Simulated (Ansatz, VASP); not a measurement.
# ZnS: VASP beside Ansatz

Contents of POSCAR:

```
ZnS
1.0
    3.8109987816      0.0000000000      0.0000000000
   -1.9054993908      3.3004217586      0.0000000000
    0.0000000000      0.0000000000      6.2340000000
Zn S
2 2
Direct
    0.3333333333      0.6666666667      0.0000000000
    0.6666666667      0.3333333333      0.5000000000
    0.3333333333      0.6666666667      0.4571847931
    0.6666666667      0.3333333333      0.8850000000
```

The input INCAR.step1:

```
SYSTEM = ZnS
PREC = Accurate
ENCUT = 520
ISMEAR = 0
SIGMA = 0.05
LREAL = .False.
LASPH = .True.
NELM = 60
NBANDS = 26
GGA = PE
ALGO = Normal
EDIFF = 1E-4
LWAVE = .True.
LCHARG = .False.
```

Contents of INCAR.step2:

```
SYSTEM = ZnS
PREC = Accurate
ENCUT = 520
EDIFF = 1E-7
ISMEAR = 0
SIGMA = 0.05
LREAL = .False.
LASPH = .True.
NELM = 60
ALGO = Normal
ISIF = 2
LWAVE = .False.
LCHARG = .False.
METAGGA = R2SCAN
LMIXTAU = .True.
NBANDS = 26
ISTART = 1
```

Contents of KPOINTS:

```
regular mesh
0
Gamma
  6 6 4
  0 0 0
```

Input for Ansatz:

```yaml
crystal:
  lattice:
    - [3.8109987816, 0.0, 0.0]
    - [-1.9054993908, 3.3004217586, 0.0]
    - [0.0, 0.0, 6.234]
  atoms:
    - { symbol: Zn, position: [0.3333333333, 0.6666666667, 0.0] }
    - { symbol: Zn, position: [0.6666666667, 0.3333333333, 0.5] }
    - { symbol: S, position: [0.3333333333, 0.6666666667, 0.4571847931] }
    - { symbol: S, position: [0.6666666667, 0.3333333333, 0.885] }
basis:
  ecutwfc: 500
kpoints:
  mp_grid: { grid: [6, 6, 4] }
hamiltonian:
  xc: r2scan
scf:
  occupations: { method: gaussian, width: 0.05 }
output:
  forces: true
  stress: true
  eigenvalues: true
```

Alike in both runs: task single point; functional r2SCAN; k mesh 6 × 6 × 4; occupations gaussian, width 0.05 eV; no spin polarisation.

|  | VASP | Ansatz |
| --- | --- | --- |
| version | VASP 6.6.1 | Ansatz 0.2.0 |
| potentials or method | VASP PAW PBE potentials, release 64 (Zn, S), cutoff 520 eV | scalar-relativistic, plane waves, PAW |
| valence electrons in the cell | 36 | 36 |

```csv
,VASP,Ansatz,Ansatz less VASP
gap on the k mesh at the Fermi level (eV),2.77,2.76,-0.009
least direct gap on the mesh (eV),2.77,2.76,-0.009
pressure (GPa),3.2,3.2,-0.06
"traceless stress, the component that is largest in VASP (GPa)",-2.90,-2.86,+0.041
rms of the force components (eV/Å),0.750,0.747,-0.0032
```

VASP's potentials were made for PBE, not for r2SCAN. Atom by atom the forces differ by 0.006 eV/Å (rms over components).
